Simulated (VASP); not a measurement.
# TiSi16 (a cell with a defect) in VASP: relaxation of the atoms with PBEsol

Aim: the relaxation of the atoms of TiSi16 (a cell with a defect) with PBEsol.

All numbers are computed with VASP 6.6.1; they aren't measurements. Logs are shortened: lines on timing, memory, paths and dates and some standing lists are left out, and cuts for length are marked.

## (1) The cell of the first run

The cell holds a defect, 17 atoms: a = 7.679 Å, b = 7.679 Å, c = 7.679 Å, α = 60.00°, β = 60.00°, γ = 60.00°.

## (2) Relaxation of the atoms, PBEsol

INCAR

```
SYSTEM = TiSi16
PREC = Accurate
ENCUT = 520
EDIFF = 1E-6
ISMEAR = 0
SIGMA = 0.05
LREAL = Auto
LASPH = .TRUE.
NELM = 60
ALGO = Normal
ISIF = 2
LWAVE = .FALSE.
LCHARG = .FALSE.
GGA = PS
IBRION = 2
NSW = 80
EDIFFG = -0.03
```

KPOINTS

```
regular mesh
0
G
  2 2 2
  0 0 0
```

POSCAR

```
TiSi16
1.0
    0.0000000000      5.4300000000      5.4300000000
    5.4300000000      0.0000000000      5.4300000000
    5.4300000000      5.4300000000      0.0000000000
Si Ti
16 1
Direct
    0.0000000000      0.0000000000      0.0000000000
    0.1250000000      0.1250000000      0.1250000000
    0.0000000000      0.0000000000      0.5000000000
    0.1250000000      0.1250000000      0.6250000000
    0.0000000000      0.5000000000      0.0000000000
    0.1250000000      0.6250000000      0.1250000000
    0.0000000000      0.5000000000      0.5000000000
    0.1250000000      0.6250000000      0.6250000000
    0.5000000000      0.0000000000      0.0000000000
    0.6250000000      0.1250000000      0.1250000000
    0.5000000000      0.0000000000      0.5000000000
    0.6250000000      0.1250000000      0.6250000000
    0.5000000000      0.5000000000      0.0000000000
    0.6250000000      0.6250000000      0.1250000000
    0.5000000000      0.5000000000      0.5000000000
    0.6250000000      0.6250000000      0.6250000000
    0.3887338300      0.3680011100      0.3821003800
```

Potentials or basis: VASP PAW PBE potentials, release 64 (Si, Ti_sv).

Command:

```
$ cat potpaw_PBE.64/Si/POTCAR potpaw_PBE.64/Ti_sv/POTCAR > POTCAR
$ mpirun -np 1 vasp_std > vasp.out
```

OUTCAR:

```text
SYSTEM = TiSi16
   PREC = Accurate
   ENCUT = 520
   EDIFF = 1E-6
   ISMEAR = 0
   LREAL = Auto
   LASPH = .TRUE.
   NELM = 60
   ISIF = 2
   GGA = PS
   IBRION = 2
   NSW = 80
   EDIFFG = -0.03

 ion  position               nearest neighbor table
   1  0.000  0.000  0.000-   2 2.35   4 2.35   6 2.35  10 2.35
   2  0.125  0.125  0.125-   1 2.35   3 2.35   5 2.35   9 2.35
   3  0.000  0.000  0.500-   2 2.35   4 2.35   8 2.35  12 2.35
   4  0.125  0.125  0.625-   1 2.35   3 2.35   7 2.35  11 2.35  17 2.75
   5  0.000  0.500  0.000-   2 2.35   6 2.35   8 2.35  14 2.35
   6  0.125  0.625  0.125-   1 2.35   5 2.35   7 2.35  13 2.35  17 2.83
   7  0.000  0.500  0.500-   4 2.35   6 2.35   8 2.35  16 2.35  17 2.44
   8  0.125  0.625  0.625-   3 2.35   5 2.35   7 2.35  15 2.35  17 2.72
   9  0.500  0.000  0.000-   2 2.35  10 2.35  12 2.35  14 2.35
  10  0.625  0.125  0.125-   1 2.35   9 2.35  11 2.35  13 2.35  17 2.72
  11  0.500  0.000  0.500-  17 2.31  10 2.35  12 2.35  16 2.35   4 2.35
  12  0.625  0.125  0.625-   3 2.35   9 2.35  11 2.35  15 2.35  17 2.60
  13  0.500  0.500  0.000-   6 2.35  10 2.35  14 2.35  16 2.35  17 2.40
  14  0.625  0.625  0.125-   5 2.35   9 2.35  13 2.35  15 2.35  17 2.68
  15  0.500  0.500  0.500-  17 2.27  12 2.35  14 2.35  16 2.35   8 2.35
  16  0.625  0.625  0.625-   7 2.35  11 2.35  13 2.35  15 2.35
  17  0.389  0.368  0.382-  15 2.27  11 2.31  13 2.40   7 2.44  12 2.60  14 2.68   8 2.72  10 2.72
                             4 2.75   6 2.83

  LATTYP: Found a face centered cubic cell.
 ALAT       =    10.8600000000

  Lattice vectors:

 A1 = (   0.0000000000,   5.4300000000,   5.4300000000)
 A2 = (   5.4300000000,   0.0000000000,   5.4300000000)
 A3 = (   5.4300000000,   5.4300000000,   0.0000000000)

Analysis of symmetry for initial positions (statically):
=====================================================================
 Subroutine PRICEL returns:
 Original cell was already a primitive cell.

 Routine SETGRP: Setting up the symmetry group for a
 face centered cubic supercell.

 Subroutine GETGRP returns: Found  1 space group operations
 (whereof  1 operations were pure point group operations)
 out of a pool of 48 trial point group operations.

The static configuration has the point symmetry C_1 .

Analysis of symmetry for dynamics (positions and initial velocities):
=====================================================================
 Subroutine PRICEL returns:
 Original cell was already a primitive cell.

 Routine SETGRP: Setting up the symmetry group for a
 face centered cubic supercell.

 Subroutine GETGRP returns: Found  1 space group operations
 (whereof  1 operations were pure point group operations)
 out of a pool of 48 trial point group operations.

[... 120 lines left out ...]
   ISYM   =      2    0-nonsym 1-usesym 2-fastsym
   POTIM  = 0.5000    time-step for ionic-motion
   TEBEG  =    0.0;   TEEND  =   0.0 temperature during run
   PSTRESS=    0.0 pullay stress
   NELECT =      76.0000    total number of electrons
   NUPDOWN=      -1.0000    fix difference up-down
   EMIN   =  10.00;   EMAX   =-10.00  energy-range for DOS
   EFERMI =   0.00;   METHOD = LEGACY
   ISMEAR =     0;   SIGMA  =   0.05  broadening in eV -4-tet -1-fermi 0-gaus
   EFERMI_NEDOS =   21; number of points for ismear=-14 and -15
   IALGO  =     38    algorithm
   IMIX   =      4    mixing-type and parameters
     AMIX     =   0.40;   BMIX     =  1.00
     AMIX_MAG =   1.60;   BMIX_MAG =  1.00
  volume/ion in A,a.u.               =      18.84       127.11
  Fermi-wavevector in a.u.,A,eV,Ry     =   1.013607  1.915439 13.978610  1.027399
  Thomas-Fermi vector in A             =   2.146786
   LORBIT       =      0    0 simple, 1 ext, 2 COOP (PROOUT), +10 PAW based schemes
   GGA     = PS    functional components
   LHFCALC =     F    Hartree Fock is set to
   AEXX    =    0.0000 exact exchange contribution
   IVDW    =     0    specifies the selected vdW correction
   LEPSILON=     F    determine dielectric tensor
   LRPA    =     F    only Hartree local field effects (RPA)
 conjugate gradient relaxation of ions
 non-spin polarized calculation
 Gauss-broadening in eV      SIGMA  =   0.05
  energy-cutoff  :      520.00
  volume of cell :      320.21
 maximum number of plane-waves:      8646
 NGX is ok and might be reduce to    60
   NGX = 29   NGY = 29   NGZ = 29

--------------------------------------- Ionic step        1  -------------------------------------------

 number of electron      76.0000004 magnetization

 Free energy of the ion-electron system (eV)
  ---------------------------------------------------
  ext. energy  EPLUGINS =         0.00000000
  ---------------------------------------------------
  free energy    TOTEN  =       -97.85993964 eV

  energy without entropy =      -97.81759293  energy(sigma->0) =      -97.83876628

------------------------ aborting loop because EDIFF is reached ----------------------------------------

  FORCE on cell =-STRESS in cart. coord.  units (eV):
  Direction    XX          YY          ZZ          XY          YZ          ZX
  --------------------------------------------------------------------------------------
  -------------------------------------------------------------------------------------
  Total        6.0689238      5.9546922      6.0393334      0.4470560      0.0072666      1.4479449
  in kB       30.3663630     29.7947961     30.2183054      2.2368819      0.0363592      7.2449122
  external PRESSURE =      30.1264882 kB  Pullay stress =       0.0000000 kB
[... 134 lines left out ...]
  FREE ENERGIE OF THE ION-ELECTRON SYSTEM (eV)
  ---------------------------------------------------
  free  energy   TOTEN  =       -98.2969684515 eV

  energy  without entropy=      -98.2760284090  energy(sigma->0) =      -98.28649843

[... ionic steps 4 to 7 ...]

--------------------------------------- Ionic step        8  -------------------------------------------

 number of electron      75.9999998 magnetization

------------------------ aborting loop because EDIFF is reached ----------------------------------------
[... 97 lines left out ...]
--------------------------------------- Ionic step       10  -------------------------------------------

 number of electron      75.9999998 magnetization

 Free energy of the ion-electron system (eV)
  ---------------------------------------------------
  ext. energy  EPLUGINS =         0.00000000
  ---------------------------------------------------
  free energy    TOTEN  =       -98.32617225 eV

  energy without entropy =      -98.30381417  energy(sigma->0) =      -98.31499321

 E-fermi :   6.8188     XC(G=0):  -9.8813

 val. band max:        6.7767108850   @ k =   0.5000   0.0000   0.5000
 cond. band min:       6.8417877916   @ k =   0.0000   0.0000   0.5000
 fundamental gap:      0.0650769066
 Fermi energy:         6.8187978039

 k-point     1 :       0.0000    0.0000    0.0000
  band No.  band energies     occupation
      1     -49.7277      2.00000
      2     -26.2111      2.00000
      3     -26.2056      2.00000
      4     -26.1981      2.00000
      5      -5.7880      2.00000
      6      -3.5579      2.00000
[... 433 lines left out ...]
  FREE ENERGIE OF THE ION-ELECTRON SYSTEM (eV)
  ---------------------------------------------------
  free  energy   TOTEN  =       -98.3261722484 eV

  energy  without entropy=      -98.3038141716  energy(sigma->0) =      -98.31499321

 reached required accuracy - stopping structural energy minimisation
```

OSZICAR:

```text
N       E                     dE             d eps       ncg     rms          rms(c)
DAV:   1     0.359916495130E+03    0.35992E+03   -0.31258E+04   760   0.140E+03
DAV:   2    -0.610153078705E+02   -0.42093E+03   -0.40713E+03   890   0.272E+02
DAV:   3    -0.983881440016E+02   -0.37373E+02   -0.36426E+02  1096   0.721E+01
DAV:   4    -0.100946861234E+03   -0.25587E+01   -0.25133E+01  1152   0.163E+01
[... 81 lines left out ...]
DAV:   1    -0.983261600314E+02   -0.73416E-04   -0.26671E-03   768   0.243E-01    0.286E-02
DAV:   2    -0.983261777808E+02   -0.17749E-04   -0.24557E-04   944   0.719E-02    0.178E-02
DAV:   3    -0.983261738694E+02    0.39114E-05   -0.42738E-05  1043   0.328E-02    0.910E-03
DAV:   4    -0.983261723207E+02    0.15487E-05   -0.78403E-06   851   0.127E-02    0.381E-03
DAV:   5    -0.983261722484E+02    0.72350E-07   -0.10957E-06   531   0.446E-03
  10 F= -.98326172E+02 E0= -.98314993E+02  d E =-.860572E-04
```

CONTCAR:

```text
TiSi16
   1.00000000000000
     0.0000000000000000    5.4299999999999997    5.4299999999999997
     5.4299999999999997    0.0000000000000000    5.4299999999999997
     5.4299999999999997    5.4299999999999997    0.0000000000000000
  Si              Ti
    16     1
Direct
     0.0018287883460829    0.0011508413023838    0.0016115507972661
     0.1249060663208712    0.1250514774279785    0.1249774145351732
     0.0020785404492759    0.0013609199625481    0.4954241310015186
     0.1232742897362821    0.1208871031002380    0.6281019474058528
     0.0019124119643900    0.4954220060984789    0.0016809385395021
     0.1226661743770567    0.6277792417793919    0.1218990334511876
[... 9 lines left out ...]
     0.6276081379316870    0.6236501668398331    0.6263517022279168
     0.3765734124730068    0.3741982343933763    0.3757987296816024

  0.00000000E+00  0.00000000E+00  0.00000000E+00
  0.00000000E+00  0.00000000E+00  0.00000000E+00
  0.00000000E+00  0.00000000E+00  0.00000000E+00
  0.00000000E+00  0.00000000E+00  0.00000000E+00
  0.00000000E+00  0.00000000E+00  0.00000000E+00
  0.00000000E+00  0.00000000E+00  0.00000000E+00
[... 9 lines left out ...]
  0.00000000E+00  0.00000000E+00  0.00000000E+00
  0.00000000E+00  0.00000000E+00  0.00000000E+00
```

Wall time 44 min (1 thread of Oxide Virtual Turin-like, shared host); peak memory 0.53 GiB.

What came out:

* Free energy: -98.3262 eV
* Energy gained by relaxing: 27.4 meV/atom
* Ionic steps: 10
* Pressure after relaxing: 2.1 GPa
* Largest force after relaxing: 0.010 eV/Å
* Band gap on the k mesh: zero (bands 38 and 39 overlap by 0.39 eV)

Forces on the atoms (eV/Å):
```
Si   0.001 -0.001  0.000
Si  -0.001  0.004  0.001
Si   0.002 -0.002 -0.002
Si  -0.001 -0.002  0.004
Si   0.000 -0.002 -0.001
Si   0.000  0.007 -0.001
Si  -0.003  0.008  0.004
Si  -0.004 -0.002  0.000
Si  -0.002 -0.001  0.002
Si   0.003 -0.002 -0.002
Si   0.003  0.001  0.006
Si   0.000 -0.005 -0.001
Si   0.002  0.008 -0.002
Si   0.001 -0.002 -0.003
Si  -0.003  0.001 -0.002
Si   0.002 -0.009 -0.003
Ti   0.000 -0.001  0.000
```

Step by step:
```
step  energy change (eV)  largest force (eV/Å)  pressure (GPa)
   1              0.0000                2.5862            3.01
   2             -0.4263                1.0153            2.06
   3             -0.4370                0.5750            2.10
   4             -0.4609                0.2624            2.04
   5             -0.4622                0.1834            2.05
   6             -0.4655                0.0848            2.07
   7             -0.4658                0.0478            2.08
   8             -0.4661                0.0319            2.07
   9             -0.4661                0.0378            2.07
  10             -0.4662                0.0099            2.07
```

Final structure:
```
Si Ti
1.0
     0.00000    5.43000    5.43000
     5.43000    0.00000    5.43000
     5.43000    5.43000    0.00000
Si Ti
16 1
Direct
  0.00183 0.00115 0.00161
  0.12491 0.12505 0.12498
  0.00208 0.00136 0.49542
  0.12327 0.12089 0.62810
  0.00191 0.49542 0.00168
  0.12267 0.62778 0.12190
  0.99022 0.50317 0.50365
  0.12356 0.62790 0.62814
  0.49539 0.00145 0.00193
  0.62827 0.12116 0.12279
  0.50467 0.98692 0.50446
  0.62837 0.12209 0.62825
  0.50413 0.50345 0.98919
  0.62831 0.62793 0.12309
  0.50495 0.50444 0.50476
  0.62761 0.62365 0.62635
  0.37657 0.37420 0.37580
```

Caveat: the k points lie up to 0.50 Å⁻¹ apart; the PAW data sets were made with another functional, which shifts forces and pressure a little.

The gap in the log of VASP goes by the Fermi energy; the results here count the filled bands.